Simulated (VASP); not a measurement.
# MgO (dlda) (Fm-3m) in VASP: notebook

Runs on MgO (dlda). Level: LDA. Tasks: single point, relaxation of cell and atoms.

Everything below comes from runs of VASP 6.6.1. Logs are shortened: lines on timing, memory, paths and dates and some standing lists are left out, and cuts for length are marked.

**Experimental background.**

“Electronic structure of alkaline earth and post-transition metal oxides”, 2009, arxiv:0908.1581 quotes, for a bulk crystal of MgO: band gap 7.83 eV.

How close the calculation comes is told below.

### 1 The cell of the first run

Symmetry: Fm-3m, No. 225, cubic system. The conventional cell has a = 4.163 Å, b = 4.163 Å, c = 4.163 Å, α = 90.00°, β = 90.00°, γ = 90.00°. Within 2.8 Å of Mg (site symmetry m-3m) lie 6 O at 2.08 Å. Within 2.8 Å of O (site symmetry m-3m) lie 6 Mg at 2.08 Å.

### 2 Single point, LDA

INCAR

```
SYSTEM = MgO
ALGO = Normal ; EDIFF = 1E-7
ENCUT = 520 ; ISIF = 2
ISMEAR = 0 ; LASPH = .TRUE.
LCHARG = .FALSE. ; LREAL = .FALSE.
LWAVE = .FALSE. ; NBANDS = 11
NELM = 80 ; PREC = Accurate
SIGMA = 0.1
```

KPOINTS

```
k-points
0
G
  8 8 8
  0 0 0
```

POSCAR

```
MgO
1.0
    0.0000000000      2.0816499855      2.0816499855
    2.0816499855      0.0000000000      2.0816499855
    2.0816499855      2.0816499855      0.0000000000
Mg O
1 1
Direct
    0.0000000000      0.0000000000      0.0000000000
    0.5000000000      0.5000000000      0.5000000000
```

Potentials or basis: VASP PAW LDA potentials, release 64 (Mg, O).

Command:

```console
cat potpaw_LDA.64/Mg/POTCAR potpaw_LDA.64/O/POTCAR > POTCAR
mpirun -np 1 vasp_std > vasp.out
```

OUTCAR:

```text
SYSTEM = MgO
   EDIFF = 1E-7
   ENCUT = 520
   ISIF = 2
   ISMEAR = 0
   LASPH = .TRUE.
   LREAL = .FALSE.
   NELM = 80
   PREC = Accurate

 ion  position               nearest neighbor table
   1  0.000  0.000  0.000-   2 2.08   2 2.08   2 2.08   2 2.08   2 2.08   2 2.08
   2  0.500  0.500  0.500-   1 2.08   1 2.08   1 2.08   1 2.08   1 2.08   1 2.08

  LATTYP: Found a face centered cubic cell.
 ALAT       =     4.1632999710

  Lattice vectors:

 A1 = (   0.0000000000,   2.0816499855,   2.0816499855)
 A2 = (   2.0816499855,   0.0000000000,   2.0816499855)
 A3 = (   2.0816499855,   2.0816499855,   0.0000000000)

Analysis of symmetry for initial positions (statically):
=====================================================================
 Subroutine PRICEL returns:
 Original cell was already a primitive cell.

 Routine SETGRP: Setting up the symmetry group for a
 face centered cubic supercell.

 Subroutine GETGRP returns: Found 48 space group operations
 (whereof 48 operations were pure point group operations)
 out of a pool of 48 trial point group operations.

The static configuration has the point symmetry O_h .

Analysis of symmetry for dynamics (positions and initial velocities):
=====================================================================
 Subroutine PRICEL returns:
 Original cell was already a primitive cell.

 Routine SETGRP: Setting up the symmetry group for a
 face centered cubic supercell.

 Subroutine GETGRP returns: Found 48 space group operations
 (whereof 48 operations were pure point group operations)
 out of a pool of 48 trial point group operations.

The dynamic configuration has the point symmetry O_h .

 Subroutine INISYM returns: Found 48 space group operations
 (whereof 48 operations are pure point group operations),
 and found     1 'primitive' translations

----------------------------------------------------------------------------------------

                                     Primitive cell

  volume of cell :      18.0407

  direct lattice vectors                    reciprocal lattice vectors
     0.000000000  2.081649985  2.081649985    -0.240194078  0.240194078  0.240194078
     2.081649985  0.000000000  2.081649985     0.240194078 -0.240194078  0.240194078
     2.081649985  2.081649985  0.000000000     0.240194078  0.240194078 -0.240194078

  length of vectors
     2.943897642  2.943897642  2.943897642     0.416028348  0.416028348  0.416028348

  position of ions in fractional coordinates (direct lattice)
     0.000000000  0.000000000  0.000000000
     0.500000000  0.500000000  0.500000000
[... 81 lines left out ...]
   IBRION =     -1    ionic relax: 0-MD 1-quasi-New 2-CG
   NFREE  =      0    steps in history (QN), initial steepest desc. (CG)
   ISIF   =      2    stress and relaxation
   ISYM   =      2    0-nonsym 1-usesym 2-fastsym
   POTIM  = 0.5000    time-step for ionic-motion
   TEBEG  =    0.0;   TEEND  =   0.0 temperature during run
   PSTRESS=    0.0 pullay stress
   NELECT =       8.0000    total number of electrons
   NUPDOWN=      -1.0000    fix difference up-down
   EMIN   =  10.00;   EMAX   =-10.00  energy-range for DOS
   EFERMI =   0.00;   METHOD = LEGACY
   ISMEAR =     0;   SIGMA  =   0.10  broadening in eV -4-tet -1-fermi 0-gaus
   EFERMI_NEDOS =   21; number of points for ismear=-14 and -15
   IALGO  =     38    algorithm
   IMIX   =      4    mixing-type and parameters
     AMIX     =   0.40;   BMIX     =  1.00
     AMIX_MAG =   1.60;   BMIX_MAG =  1.00
  volume/ion in A,a.u.               =       9.02        60.87
  Fermi-wavevector in a.u.,A,eV,Ry     =   1.248400  2.359134 21.204717  1.558503
  Thomas-Fermi vector in A             =   2.382488
   LORBIT       =      0    0 simple, 1 ext, 2 COOP (PROOUT), +10 PAW based schemes
   GGA     = CA    functional components
   LHFCALC =     F    Hartree Fock is set to
   AEXX    =    0.0000 exact exchange contribution
   IVDW    =     0    specifies the selected vdW correction
   LEPSILON=     F    determine dielectric tensor
   LRPA    =     F    only Hartree local field effects (RPA)
 non-spin polarized calculation
 Gauss-broadening in eV      SIGMA  =   0.10
  energy-cutoff  :      520.00
  volume of cell :       18.04
 maximum number of plane-waves:       531
 NGX is ok and might be reduce to    24
   NGX = 11   NGY = 11   NGZ = 11

 number of electron       8.0000001 magnetization

 Free energy of the ion-electron system (eV)
  ---------------------------------------------------
  ext. energy  EPLUGINS =         0.00000000
  ---------------------------------------------------
  free energy    TOTEN  =       -13.44418427 eV

  energy without entropy =      -13.44418427  energy(sigma->0) =      -13.44418427

 E-fermi :   3.6470     XC(G=0): -11.7615

 val. band max:        3.1509487681   @ k =   0.0000   0.0000   0.0000
 cond. band min:       8.1555477062   @ k =   0.0000   0.0000   0.0000
 fundamental gap:      5.0045989381
 Fermi energy:         3.6470002964

 k-point     1 :       0.0000    0.0000    0.0000
  band No.  band energies     occupation
      1     -14.0386      2.00000
      2       3.1509      2.00000
      3       3.1509      2.00000
      4       3.1509      2.00000
      5       8.1555      0.00000
      6      18.8657      0.00000
      7      18.8657      0.00000
      8      18.8657      0.00000
      9      22.9826      0.00000
     10      24.6696      0.00000
     11      24.6696      0.00000
[... 309 lines left out ...]
 k-point    24 :      -0.3750    0.2500    0.1250
  band No.  band energies     occupation
      1     -12.4254      2.00000
      2      -1.0633      2.00000
      3       1.0983      2.00000
      4       2.0961      2.00000
      5      12.8965      0.00000
      6      15.4774      0.00000
      7      16.7221      0.00000
      8      20.1635      0.00000
      9      23.8123      0.00000
     10      25.3529      0.00000
     11      29.4953      0.00000

 [... further k-points ...]
[... 5 lines left out ...]
  --------------------------------------------------------------------------------------
  -------------------------------------------------------------------------------------
  Total       -0.2471624     -0.2471624     -0.2471624     -0.0000000     -0.0000000      0.0000000
  in kB      -21.9502666    -21.9502666    -21.9502666     -0.0000000     -0.0000000      0.0000000
  external PRESSURE =     -21.9502666 kB  Pullay stress =       0.0000000 kB

 VOLUME and BASIS-vectors are now :
 -----------------------------------------------------------------------------
  energy-cutoff  :      520.00
  volume of cell :       18.04
      direct lattice vectors                 reciprocal lattice vectors
     0.000000000  2.081649985  2.081649985    -0.240194078  0.240194078  0.240194078
     2.081649985  0.000000000  2.081649985     0.240194078 -0.240194078  0.240194078
     2.081649985  2.081649985  0.000000000     0.240194078  0.240194078 -0.240194078

 POSITION                                       TOTAL-FORCE (eV/Angst)
 -----------------------------------------------------------------------------------
      0.00000      0.00000      0.00000         0.000000      0.000000      0.000000
      2.08165      2.08165      2.08165         0.000000      0.000000      0.000000
 -----------------------------------------------------------------------------------
    total drift:                               -0.000000     -0.000000      0.000000

  FREE ENERGIE OF THE ION-ELECTRON SYSTEM (eV)
  ---------------------------------------------------
  free  energy   TOTEN  =       -13.4441842679 eV

  energy  without entropy=      -13.4441842679  energy(sigma->0) =      -13.44418427
```

OSZICAR:

```text
N       E                     dE             d eps       ncg     rms          rms(c)
DAV:   1     0.114844163079E+02    0.11484E+02   -0.49354E+03   710   0.659E+02
DAV:   2    -0.144350530669E+02   -0.25919E+02   -0.25202E+02   706   0.132E+02
DAV:   3    -0.150246624910E+02   -0.58961E+00   -0.58935E+00   789   0.167E+01
DAV:   4    -0.150260770532E+02   -0.14146E-02   -0.14145E-02   689   0.913E-01
DAV:   5    -0.150260812676E+02   -0.42144E-05   -0.42144E-05   752   0.458E-02    0.708E+00
DAV:   6    -0.135048247335E+02    0.15213E+01   -0.85795E+00   659   0.161E+01    0.219E+00
DAV:   7    -0.134681825706E+02    0.36642E-01   -0.65649E-02   695   0.216E+00    0.129E+00
DAV:   8    -0.134447064376E+02    0.23476E-01   -0.29212E-02   671   0.176E+00    0.232E-01
DAV:   9    -0.134443245458E+02    0.38189E-03   -0.49413E-04   737   0.161E-01    0.133E-01
DAV:  10    -0.134441847852E+02    0.13976E-03   -0.39252E-04   689   0.160E-01    0.567E-03
DAV:  11    -0.134441842520E+02    0.53317E-06   -0.49086E-06   716   0.127E-02    0.237E-03
DAV:  12    -0.134441842679E+02   -0.15932E-07   -0.47048E-08   475   0.188E-03
   1 F= -.13444184E+02 E0= -.13444184E+02  d E =-.680340E-14
```

Wall time 4.5 s (1 thread of Intel Xeon 6975P-C, shared host); peak memory 0.13 GiB.

What came out:

| Item | Value |
| --- | --- |
| Free energy | -13.4442 eV |
| Pressure | -2.2 GPa |
| Band gap on the k mesh | 5.00 eV, direct |

Levels at points of the mesh, in eV from the valence-band top:
```
           k point  band 2  band 3  band 4  band 5  band 6  band 7
(0.00, 0.00, 0.00)    0.00    0.00    0.00    5.00   15.71   15.71
(0.50, 0.00, 0.00)   -4.86   -0.71   -0.71    7.95   12.80   16.36
(0.50, 0.50, 0.00)   -4.30   -1.42   -1.42    8.92   10.08   13.26
```

### 3 Single point, LDA

INCAR

```
ALGO = Normal ; EDIFF = 1E-6
ENCUT = 520 ; ISIF = 2
ISMEAR = 0 ; LASPH = True
LCHARG = True ; LELF = True
LREAL = False ; LVHAR = True
LWAVE = False ; NBANDS = 11
NELM = 100 ; PREC = Accurate
SIGMA = 0.02
```

KPOINTS

```
k-points
0
Gamma
  8 8 8
```

POSCAR

```
MgO
1.0
    0.0000000000      2.0803529509      2.0803529509
    2.0803529509      0.0000000000      2.0803529509
    2.0803529509      2.0803529509      0.0000000000
Mg O
1 1
Direct
    0.0000000000      0.0000000000      0.0000000000
    0.5000000000      0.5000000000      0.5000000000
```

Potentials or basis: VASP PAW LDA potentials, release 64 (Mg, O).

Command:

```console
cat potpaw_LDA.64/Mg/POTCAR potpaw_LDA.64/O/POTCAR > POTCAR
mpirun -np 1 vasp_std > vasp.out
```

It took 4.9 s on 1 thread of Intel Xeon 6975P-C, shared host; peak memory 0.13 GiB.

It converged, with:

- Free energy: -13.4446 eV
- Pressure: -1.9 GPa
- Band gap on the k mesh: 5.02 eV, direct

Levels at points of the mesh, in eV from the valence-band top:
| k point | band 1 | band 2 | band 3 | band 4 | band 5 | band 6 | band 7 | band 8 | band 9 |
| --- | --- | --- | --- | --- | --- | --- | --- | --- | --- |
| (0.00, 0.00, 0.00) | -17.20 | 0.00 | 0.00 | 0.00 | 5.02 | 15.72 | 15.72 | 15.72 | 19.85 |
| (0.50, 0.00, 0.00) | -15.75 | -4.87 | -0.71 | -0.71 | 7.97 | 12.82 | 16.38 | 16.38 | 21.11 |
| (0.50, 0.50, 0.00) | -15.46 | -4.31 | -1.43 | -1.43 | 8.92 | 10.10 | 13.28 | 19.20 | 19.20 |

### 4 Relaxation of cell and atoms, LDA

INCAR

```
SYSTEM = MgO
PREC = Accurate ; ENCUT = 600
EDIFF = 1E-7 ; ISMEAR = 0
SIGMA = 0.02 ; LREAL = .FALSE.
LASPH = .TRUE. ; NELM = 60
ALGO = Normal ; ISIF = 3
LWAVE = .FALSE. ; LCHARG = .FALSE.
GGA = CA ; IBRION = 2
NSW = 100 ; EDIFFG = -0.002
```

KPOINTS

```
regular mesh
0
G
  8 8 8
  0 0 0
```

POSCAR

```
MgO
1.0
    0.0000000000      2.0816499855      2.0816499855
    2.0816499855      0.0000000000      2.0816499855
    2.0816499855      2.0816499855      0.0000000000
Mg O
1 1
Direct
    0.0000000000      0.0000000000      0.0000000000
    0.5000000000      0.5000000000      0.5000000000
```

Potentials or basis: VASP PAW LDA potentials, release 64 (Mg, O).

Command:

```console
cat potpaw_LDA.64/Mg/POTCAR potpaw_LDA.64/O/POTCAR > POTCAR
mpirun -np 1 vasp_std > vasp.out
```

OUTCAR:

```text
SYSTEM = MgO
   PREC = Accurate
   ENCUT = 600
   EDIFF = 1E-7
   ISMEAR = 0
   LREAL = .FALSE.
   LASPH = .TRUE.
   NELM = 60
   ISIF = 3
   GGA = CA
   IBRION = 2
   NSW = 100
   EDIFFG = -0.002

 ion  position               nearest neighbor table
   1  0.000  0.000  0.000-   2 2.08   2 2.08   2 2.08   2 2.08   2 2.08   2 2.08
   2  0.500  0.500  0.500-   1 2.08   1 2.08   1 2.08   1 2.08   1 2.08   1 2.08

  LATTYP: Found a face centered cubic cell.
 ALAT       =     4.1632999710

  Lattice vectors:

 A1 = (   0.0000000000,   2.0816499855,   2.0816499855)
 A2 = (   2.0816499855,   0.0000000000,   2.0816499855)
 A3 = (   2.0816499855,   2.0816499855,   0.0000000000)

Analysis of symmetry for initial positions (statically):
=====================================================================
[... 259 lines left out ...]
 fundamental gap:      5.1520890714
 Fermi energy:         3.4131794538

 k-point     1 :       0.0000    0.0000    0.0000
  band No.  band energies     occupation
      1     -14.0051      2.00000
      2       3.2609      2.00000
      3       3.2609      2.00000
      4       3.2609      2.00000
      5       8.4130      0.00000
      6      19.0551      0.00000
      7      19.0551      0.00000
      8      19.0551      0.00000
[... 243 lines left out ...]
 k-point    24 :      -0.3750    0.2500    0.1250
  band No.  band energies     occupation
      1     -12.3502      2.00000
      2      -1.0107      2.00000
      3       1.1753      2.00000
      4       2.1860      2.00000
      5      13.1089      0.00000
      6      15.7188      0.00000
      7      16.9933      0.00000
      8      20.4515      0.00000

 [... further k-points ...]

------------------------ aborting loop because EDIFF is reached ----------------------------------------

  FORCE on cell =-STRESS in cart. coord.  units (eV):
  Direction    XX          YY          ZZ          XY          YZ          ZX
  --------------------------------------------------------------------------------------
  -------------------------------------------------------------------------------------
  Total        0.0001965      0.0001965      0.0001965      0.0000000      0.0000000     -0.0000000
  in kB        0.0177004      0.0177004      0.0177004      0.0000000      0.0000000     -0.0000000
  external PRESSURE =       0.0177004 kB  Pullay stress =       0.0000000 kB
[... 17 lines left out ...]
  FREE ENERGIE OF THE ION-ELECTRON SYSTEM (eV)
  ---------------------------------------------------
  free  energy   TOTEN  =       -13.4495777957 eV

  energy  without entropy=      -13.4495777957  energy(sigma->0) =      -13.44957780

 reached required accuracy - stopping structural energy minimisation
```

CONTCAR:

```text
MgO
   1.00000000000000
     0.0000000000000000    2.0718352011407584    2.0718352011407584
     2.0718352011407584    0.0000000000000000    2.0718352011407584
     2.0718352011407584    2.0718352011407584    0.0000000000000000
  Mg              O
     1     1
Direct
     0.0000000000000000    0.0000000000000000    0.0000000000000000
     0.5000000000000000    0.5000000000000000    0.5000000000000000

  0.00000000E+00  0.00000000E+00  0.00000000E+00
  0.00000000E+00  0.00000000E+00  0.00000000E+00
```

Wall time 6.6 s (1 thread of Intel Xeon 6975P-C, shared host); peak memory 0.13 GiB.

What came out:

| Quantity | Value |
| --- | --- |
| Free energy | -13.4496 eV |
| Relaxed volume | 8.89 Å³/atom |
| Relaxed cell | a = 2.930 Å, b = 2.930 Å, c = 2.930 Å, α = 60.00°, β = 60.00°, γ = 60.00° |
| Space group after relaxing (to 0.05 Å) | Fm-3m (No. 225) |
| Energy gained by relaxing | 1.0 meV/atom |
| Ionic steps | 3 |
| Pressure after relaxing | 0.0 GPa |
| Band gap on the k mesh | 5.15 eV, direct |

Step by step:
| step | energy change (eV) | largest force (eV/Å) | pressure (GPa) | volume (Å³) |
| --- | --- | --- | --- | --- |
| 1 | 0.0000 | 0.0000 | -2.46 | 18.04 |
| 2 | -0.0016 | 0.0000 | 1.07 | 17.68 |
| 3 | -0.0020 | 0.0000 | 0.00 | 17.79 |

Final structure:
```cif
data_structure
_symmetry_space_group_name_H-M 'P 1'
_symmetry_Int_Tables_number 1
_cell_length_a 2.9300
_cell_length_b 2.9300
_cell_length_c 2.9300
_cell_angle_alpha 60.000
_cell_angle_beta 60.000
_cell_angle_gamma 60.000
_cell_volume 17.79
loop_
_atom_site_label
_atom_site_type_symbol
_atom_site_fract_x
_atom_site_fract_y
_atom_site_fract_z
_atom_site_occupancy
Mg1 Mg 0.00000 0.00000 0.00000 1
O1 O 0.50000 0.50000 0.50000 1
```

LDA usually gives volumes a few per cent too small. Zero-point motion and thermal expansion aren't in these numbers.

(Continued in part 2 of 2.)
